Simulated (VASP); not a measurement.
Crystal: ScCr2.

```
CELL_PARAMETERS angstrom
3.59514 0.00000 0.00000
-1.79757 3.11348 0.00000
0.00000 0.00000 4.50102
ATOMIC_POSITIONS crystal
Sc 0.00000 0.00000 0.00000
Cr 0.33333 0.66667 0.50000
Cr 0.66667 0.33333 0.50000
```

Base run:

```yaml
Program: VASP 6.6.1
Functional: PBE
Potentials_or_basis: VASP PAW PBE potentials, release 64 (Sc_sv, Cr_pv)
Cutoff: 520 eV
k_mesh: 6 × 6 × 4
Occupations: gaussian, width 0.1 eV
Spin: no spin polarisation
```

Its results: pressure 0.5 GPa.

**Question.** The run is repeated on the same cell with these changes: potentials or basis from VASP PAW PBE potentials, release 64 (Sc_sv, Cr_pv) to VASP PAW PBE potentials, release 64 (Sc_sv, Cr_sv); cutoff from 520 eV to 600 eV; further incar settings from ALGO = Normal; EDIFF = 1e-07; NBANDS = 24 to ALGO = Normal; EDIFF = 1e-06; NBANDS = 26; valence electrons from 35 to 39. What comes out?

**Answer.** Pressure -1.2 GPa.
